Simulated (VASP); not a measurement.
# NaF (I4/mmm) in VASP: further runs

The runs below take NaF through single point, with r2SCAN.

Everything below comes from runs of VASP 6.6.1. Logs are shortened: lines on timing, memory, paths and dates and some standing lists are left out, and cuts for length are marked.

**1. The cell of the first run**

It takes space group I4/mmm (No. 139, tetragonal). Conventional cell: a = 3.335 Å, b = 3.335 Å, c = 4.507 Å, α = 90.00°, β = 90.00°, γ = 90.00°. Na (site symmetry 4/mmm) has 6 F at 2.25 to 2.36 Å within 3.0 Å. F (site symmetry 4/mmm) has 6 Na at 2.25 to 2.36 Å within 3.0 Å.

**2. Single point, r2SCAN (strain +0.015 along x and y, -0.030 along z)**

POSCAR reads:

```
NaF
1.0
    0.0000000000      2.3581495000      2.2536010000
    2.3581495000      0.0000000000      2.2536010000
    2.3581495000      2.3581495000      0.0000000000
Na F
1 1
Direct
    0.0000000000      0.0000000000      0.0000000000
    0.5000000000      0.5000000000      0.5000000000
```

INCAR.step1 reads:

```
SYSTEM = NaF
ALGO = Normal
EDIFF = 1E-4
ENCUT = 520
GGA = PE
ISMEAR = 0
LASPH = .TRUE.
LCHARG = .FALSE.
LREAL = .FALSE.
LWAVE = .TRUE.
NBANDS = 14
NELM = 80
PREC = Accurate
SIGMA = 0.05
```

INCAR.step2 reads:

```
SYSTEM = NaF
ALGO = Normal
EDIFF = 1E-6
ENCUT = 520
ISIF = 2
ISMEAR = 0
ISTART = 1
LASPH = .TRUE.
LCHARG = .TRUE.
LELF = .TRUE.
LMIXTAU = .TRUE.
LREAL = .FALSE.
LVHAR = .TRUE.
LWAVE = .FALSE.
METAGGA = R2SCAN
NBANDS = 14
NELM = 80
PREC = Accurate
SIGMA = 0.05
```

KPOINTS reads:

```
k-points
0
G
  8 8 8
  0 0 0
```

Potentials or basis: VASP PAW PBE potentials, release 64 (Na_pv, F).

Launch:

```bash
> cat potpaw_PBE.64/Na_pv/POTCAR potpaw_PBE.64/F/POTCAR > POTCAR
> cp INCAR.step1 INCAR
> mpirun -np 1 vasp_std > vasp.out
> cp INCAR.step2 INCAR
> mpirun -np 1 vasp_std > vasp.out
```

OUTCAR:

```text
SYSTEM = NaF
   EDIFF = 1E-6
   ENCUT = 520
   ISIF = 2
   ISMEAR = 0
   ISTART = 1
   LASPH = .TRUE.
   LREAL = .FALSE.
   METAGGA = R2SCAN
   NELM = 80
   PREC = Accurate

 ion  position               nearest neighbor table
   1  0.000  0.000  0.000-   2 2.25   2 2.25
   2  0.500  0.500  0.500-   1 2.25   1 2.25

  LATTYP: Found a body centered tetragonal cell.
 ALAT       =     3.3349270050
 C/A-ratio  =     1.3515144389

  Lattice vectors:

 A1 = (   0.0000000000,  -2.3581495000,  -2.2536010000)
 A2 = (   0.0000000000,   2.3581495000,  -2.2536010000)
 A3 = (   2.3581495000,   0.0000000000,   2.2536010000)

Analysis of symmetry for initial positions (statically):
=====================================================================
 Subroutine PRICEL returns:
 Original cell was already a primitive cell.

 Routine SETGRP: Setting up the symmetry group for a
 body centered tetragonal supercell.

 Subroutine GETGRP returns: Found 16 space group operations
 (whereof 16 operations were pure point group operations)
 out of a pool of 16 trial point group operations.

The static configuration has the point symmetry D_4h.

Analysis of symmetry for dynamics (positions and initial velocities):
=====================================================================
 Subroutine PRICEL returns:
 Original cell was already a primitive cell.

 Routine SETGRP: Setting up the symmetry group for a
 body centered tetragonal supercell.

 Subroutine GETGRP returns: Found 16 space group operations
 (whereof 16 operations were pure point group operations)
 out of a pool of 16 trial point group operations.

The dynamic configuration has the point symmetry D_4h.

 Subroutine INISYM returns: Found 16 space group operations
 (whereof 16 operations are pure point group operations),
 and found     1 'primitive' translations

----------------------------------------------------------------------------------------

                                     Primitive cell

  volume of cell :      25.0640

  direct lattice vectors                    reciprocal lattice vectors
     0.000000000  2.358149500  2.253601000    -0.212030662  0.212030662  0.221867136
     2.358149500  0.000000000  2.253601000     0.212030662 -0.212030662  0.221867136
     2.358149500  2.358149500  0.000000000     0.212030662  0.212030662 -0.221867136

  length of vectors
     3.261837907  3.261837907  3.334927005     0.373013444  0.373013444  0.373013444

  position of ions in fractional coordinates (direct lattice)
     0.000000000  0.000000000  0.000000000
     0.500000000  0.500000000  0.500000000
[... 83 lines left out ...]
   ISIF   =      2    stress and relaxation
   ISYM   =      2    0-nonsym 1-usesym 2-fastsym
   POTIM  = 0.5000    time-step for ionic-motion
   TEBEG  =    0.0;   TEEND  =   0.0 temperature during run
   PSTRESS=    0.0 pullay stress
   NELECT =      14.0000    total number of electrons
   NUPDOWN=      -1.0000    fix difference up-down
   EMIN   =  10.00;   EMAX   =-10.00  energy-range for DOS
   EFERMI =   0.00;   METHOD = LEGACY
   ISMEAR =     0;   SIGMA  =   0.05  broadening in eV -4-tet -1-fermi 0-gaus
   EFERMI_NEDOS =   21; number of points for ismear=-14 and -15
   IALGO  =     38    algorithm
   IMIX   =      4    mixing-type and parameters
     AMIX     =   0.40;   BMIX     =  1.00
     AMIX_MAG =   1.60;   BMIX_MAG =  1.00
  volume/ion in A,a.u.               =      12.53        84.57
  Fermi-wavevector in a.u.,A,eV,Ry     =   1.348241  2.547807 24.732051  1.817754
  Thomas-Fermi vector in A             =   2.475926
   LORBIT       =      0    0 simple, 1 ext, 2 COOP (PROOUT), +10 PAW based schemes
   METAGGA = R2SCAN    functional components
   LHFCALC =     F    Hartree Fock is set to
   AEXX    =    0.0000 exact exchange contribution
   IVDW    =     0    specifies the selected vdW correction
   LEPSILON=     F    determine dielectric tensor
   LRPA    =     F    only Hartree local field effects (RPA)
 non-spin polarized calculation
 Gauss-broadening in eV      SIGMA  =   0.05
  energy-cutoff  :      520.00
  volume of cell :       25.06
 maximum number of plane-waves:       689
   NGX = 13   NGY = 13   NGZ = 13

 number of electron      13.9999990 magnetization

 Free energy of the ion-electron system (eV)
  ---------------------------------------------------
  ext. energy  EPLUGINS =         0.00000000
  ---------------------------------------------------
  free energy    TOTEN  =       -12.58778425 eV

  energy without entropy =      -12.58778425  energy(sigma->0) =      -12.58778425

 E-fermi :  -2.4092     XC(G=0):  -9.7308

 val. band max:       -2.7561266314   @ k =   0.0000   0.0000   0.0000
 cond. band min:       4.3664797769   @ k =   0.0000   0.0000   0.0000
 fundamental gap:      7.1226064083
 Fermi energy:        -2.4091698182

 k-point     1 :       0.0000    0.0000    0.0000
  band No.  band energies     occupation
      1     -23.0423      2.00000
      2     -22.2757      2.00000
      3     -22.2756      2.00000
      4     -22.2627      2.00000
      5      -2.7567      2.00000
      6      -2.7561      2.00000
      7      -2.7561      2.00000
      8       4.3665      0.00000
      9      16.8912      0.00000
     10      16.8914      0.00000
     11      17.1957      0.00000
     12      19.6224      0.00000
     13      21.5622      0.00000
     14      22.9149      0.00000
[... 377 lines left out ...]
      1     -23.3077      2.00000
      2     -22.2945      2.00000
      3     -22.2823      2.00000
      4     -21.9007      2.00000
      5      -3.9256      2.00000
      6      -3.0427      2.00000
      7      -2.9809      2.00000
      8       7.5957      0.00000
      9      12.0472      0.00000
     10      17.3002      0.00000
     11      18.2275      0.00000
     12      19.1259      0.00000
     13      22.4658      0.00000
     14      24.1168      0.00000

 [... further k-points ...]
[... 5 lines left out ...]
  --------------------------------------------------------------------------------------
  -------------------------------------------------------------------------------------
  Total       -0.5302264     -0.5302264      0.1024012      0.0000000     -0.0000000     -0.0000000
  in kB      -33.8939521    -33.8939521      6.5458484      0.0000000     -0.0000000     -0.0000000
  external PRESSURE =     -20.4140186 kB  Pullay stress =       0.0000000 kB

 VOLUME and BASIS-vectors are now :
 -----------------------------------------------------------------------------
  energy-cutoff  :      520.00
  volume of cell :       25.06
      direct lattice vectors                 reciprocal lattice vectors
     0.000000000  2.358149500  2.253601000    -0.212030662  0.212030662  0.221867136
     2.358149500  0.000000000  2.253601000     0.212030662 -0.212030662  0.221867136
     2.358149500  2.358149500  0.000000000     0.212030662  0.212030662 -0.221867136

 POSITION                                       TOTAL-FORCE (eV/Angst)
 -----------------------------------------------------------------------------------
      0.00000      0.00000      0.00000        -0.000000     -0.000000      0.000000
      2.35815      2.35815      2.25360         0.000000      0.000000      0.000000
 -----------------------------------------------------------------------------------
    total drift:                                0.000000     -0.000000      0.000000

  FREE ENERGIE OF THE ION-ELECTRON SYSTEM (eV)
  ---------------------------------------------------
  free  energy   TOTEN  =       -12.5877842547 eV

  energy  without entropy=      -12.5877842547  energy(sigma->0) =      -12.58778425
```

OUTCAR.step1:

```text
SYSTEM = NaF
   EDIFF = 1E-4
   ENCUT = 520
   GGA = PE
   ISMEAR = 0
   LASPH = .TRUE.
   LREAL = .FALSE.
[... 629 lines left out ...]
      0.00000      0.00000      0.00000        -0.000000     -0.000000      0.000000
      2.35815      2.35815      2.25360         0.000000      0.000000     -0.000000
 -----------------------------------------------------------------------------------
    total drift:                                0.000000     -0.000000      0.000000

  FREE ENERGIE OF THE ION-ELECTRON SYSTEM (eV)
  ---------------------------------------------------
  free  energy   TOTEN  =        -8.5542094347 eV

  energy  without entropy=       -8.5542094347  energy(sigma->0) =       -8.55420943
```

OSZICAR.step1:

```text
N       E                     dE             d eps       ncg     rms          rms(c)
DAV:   1     0.110694582565E+03    0.11069E+03   -0.76948E+03  1676   0.121E+03
DAV:   2    -0.369627333949E+01   -0.11439E+03   -0.10475E+03  1814   0.338E+02
DAV:   3    -0.940800519244E+01   -0.57117E+01   -0.56996E+01  2060   0.705E+01
DAV:   4    -0.945494969151E+01   -0.46944E-01   -0.46942E-01  1868   0.675E+00
DAV:   5    -0.945543678423E+01   -0.48709E-03   -0.48709E-03  2018   0.692E-01    0.543E+00
DAV:   6    -0.856236311375E+01    0.89307E+00   -0.31130E+00  2016   0.148E+01    0.183E+00
DAV:   7    -0.855217239346E+01    0.10191E-01   -0.29015E-02  1688   0.203E+00    0.106E+00
DAV:   8    -0.855363226761E+01   -0.14599E-02   -0.28994E-02  1772   0.338E+00    0.149E-01
DAV:   9    -0.855429936074E+01   -0.66709E-03   -0.40890E-03  2048   0.589E-01    0.121E-01
DAV:  10    -0.855420943468E+01    0.89926E-04   -0.74377E-04  1808   0.315E-01
   1 F= -.85542094E+01 E0= -.85542094E+01  d E =-.239011E-12
```

Wall time 52 s (1 thread of Intel Xeon Platinum 8259CL at 2.50GHz (Skylake/Cascade Lake), shared host); peak memory 0.15 GiB.

Results:

```yaml
Free_energy: -12.5878 eV
Pressure: -2.0 GPa
Band_gap_on_the_k_mesh: 7.12 eV, direct
```

Caveat: the cell differs from its parent crystal (strain +0.015 along x and y, -0.030 along z); the PAW data sets were made with another functional, which shifts forces and pressure a little.

**3. Single point, r2SCAN (strain +0.030 along x and y, -0.030 along z)**

POSCAR reads:

```
NaF
1.0
    0.0000000000      2.3929990000      2.2536010000
    2.3929990000      0.0000000000      2.2536010000
    2.3929990000      2.3929990000      0.0000000000
Na F
1 1
Direct
    0.0000000000      0.0000000000      0.0000000000
    0.5000000000      0.5000000000      0.5000000000
```

INCAR.step1 reads:

```
PREC = Accurate ; ENCUT = 520
ISMEAR = 0 ; SIGMA = 0.05
LREAL = False ; LASPH = True
NELM = 100 ; NBANDS = 14
GGA = PE ; ALGO = Normal
EDIFF = 1E-4 ; LWAVE = True
LCHARG = False
```

INCAR.step2 reads:

```
PREC = Accurate ; ENCUT = 520
EDIFF = 1E-7 ; ISMEAR = 0
SIGMA = 0.05 ; LREAL = False
LASPH = True ; NELM = 100
ALGO = Normal ; ISIF = 2
LWAVE = False ; LCHARG = True
METAGGA = R2SCAN ; LMIXTAU = True
LELF = True ; LVHAR = True
NBANDS = 14 ; ISTART = 1
```

KPOINTS reads:

```
Automatic mesh
0
Gamma
  8 8 8
```

Potentials or basis: VASP PAW PBE potentials, release 64 (Na_pv, F).

Launch:

```bash
> cat potpaw_PBE.64/Na_pv/POTCAR potpaw_PBE.64/F/POTCAR > POTCAR
> cp INCAR.step1 INCAR
> mpirun -np 1 vasp_std > vasp.out
> cp INCAR.step2 INCAR
> mpirun -np 1 vasp_std > vasp.out
```

OUTCAR:

```text
PREC = Accurate
   ENCUT = 520
   EDIFF = 1E-7
   ISMEAR = 0
   LREAL = False
   LASPH = True
   NELM = 100
   ISIF = 2
   METAGGA = R2SCAN
   ISTART = 1

 ion  position               nearest neighbor table
   1  0.000  0.000  0.000-   2 2.25   2 2.25
   2  0.500  0.500  0.500-   1 2.25   1 2.25

  LATTYP: Found a body centered tetragonal cell.
 ALAT       =     3.3842116405
 C/A-ratio  =     1.3318321898

  Lattice vectors:

 A1 = (   0.0000000000,  -2.3929990000,  -2.2536010000)
 A2 = (   0.0000000000,   2.3929990000,  -2.2536010000)
 A3 = (   2.3929990000,   0.0000000000,   2.2536010000)

Analysis of symmetry for initial positions (statically):
=====================================================================
 Subroutine PRICEL returns:
 Original cell was already a primitive cell.

 Routine SETGRP: Setting up the symmetry group for a
 body centered tetragonal supercell.

 Subroutine GETGRP returns: Found 16 space group operations
 (whereof 16 operations were pure point group operations)
 out of a pool of 16 trial point group operations.

The static configuration has the point symmetry D_4h.

Analysis of symmetry for dynamics (positions and initial velocities):
[... 165 lines left out ...]

 k-point     1 :       0.0000    0.0000    0.0000
  band No.  band energies     occupation
      1     -23.1160      2.00000
      2     -22.4815      2.00000
      3     -22.4810      2.00000
      4     -22.4633      2.00000
      5      -2.8783      2.00000
      6      -2.8726      2.00000
      7      -2.8725      2.00000
      8       4.0839      0.00000
      9      16.5460      0.00000
     10      16.5471      0.00000
     11      16.9392      0.00000
     12      19.2355      0.00000
     13      20.9478      0.00000
     14      22.7115      0.00000
[... 377 lines left out ...]
      1     -23.3938      2.00000
      2     -22.4993      2.00000
      3     -22.4841      2.00000
      4     -22.0984      2.00000
      5      -3.9940      2.00000
      6      -3.1486      2.00000
      7      -3.0855      2.00000
      8       7.2539      0.00000
      9      11.7549      0.00000
     10      16.7996      0.00000
     11      17.8668      0.00000
     12      18.6613      0.00000
     13      22.0125      0.00000
     14      23.5612      0.00000

 [... further k-points ...]
[... 5 lines left out ...]
  --------------------------------------------------------------------------------------
  -------------------------------------------------------------------------------------
  Total       -0.7533248     -0.7533248      0.0063823      0.0000000      0.0000000     -0.0000000
  in kB      -46.7628311    -46.7628311      0.3961853      0.0000000      0.0000000     -0.0000000
  external PRESSURE =     -31.0431590 kB  Pullay stress =       0.0000000 kB

 VOLUME and BASIS-vectors are now :
 -----------------------------------------------------------------------------
  energy-cutoff  :      520.00
  volume of cell :       25.81
      direct lattice vectors                 reciprocal lattice vectors
     0.000000000  2.392999000  2.253601000    -0.208942837  0.208942837  0.221867136
     2.392999000  0.000000000  2.253601000     0.208942837 -0.208942837  0.221867136
     2.392999000  2.392999000  0.000000000     0.208942837  0.208942837 -0.221867136

 POSITION                                       TOTAL-FORCE (eV/Angst)
 -----------------------------------------------------------------------------------
      0.00000      0.00000      0.00000         0.000000     -0.000000     -0.000000
      2.39300      2.39300      2.25360        -0.000000      0.000000      0.000000
 -----------------------------------------------------------------------------------
    total drift:                                0.000000     -0.000000      0.000000

  FREE ENERGIE OF THE ION-ELECTRON SYSTEM (eV)
  ---------------------------------------------------
  free  energy   TOTEN  =       -12.5696118080 eV

  energy  without entropy=      -12.5696118080  energy(sigma->0) =      -12.56961181
```

Wall time 59 s (1 thread of Intel Xeon Platinum 8259CL at 2.50GHz (Skylake/Cascade Lake), shared host); peak memory 0.15 GiB.

What came out:

```
Free energy            : -12.5696 eV
Pressure               : -3.1 GPa
Band gap on the k mesh : 6.96 eV, direct
```

Levels at points of the mesh, in eV from the valence-band top:
| k point | band 5 | band 6 | band 7 | band 8 | band 9 | band 10 |
| --- | --- | --- | --- | --- | --- | --- |
| (0.00, 0.00, 0.00) | -0.01 | 0.00 | 0.00 | 6.96 | 19.42 | 19.42 |
| (0.50, 0.00, 0.00) | -1.48 | -0.27 | -0.23 | 11.38 | 13.08 | 20.46 |
| (0.50, 0.50, 0.00) | -1.14 | -0.45 | -0.45 | 13.39 | 14.29 | 14.65 |
| (0.50, 0.00, 0.50) | -1.24 | -0.39 | -0.31 | 13.47 | 14.01 | 14.39 |

Caveat: the cell differs from its parent crystal (strain +0.030 along x and y, -0.030 along z); the PAW data sets were made with another functional, which shifts forces and pressure a little.
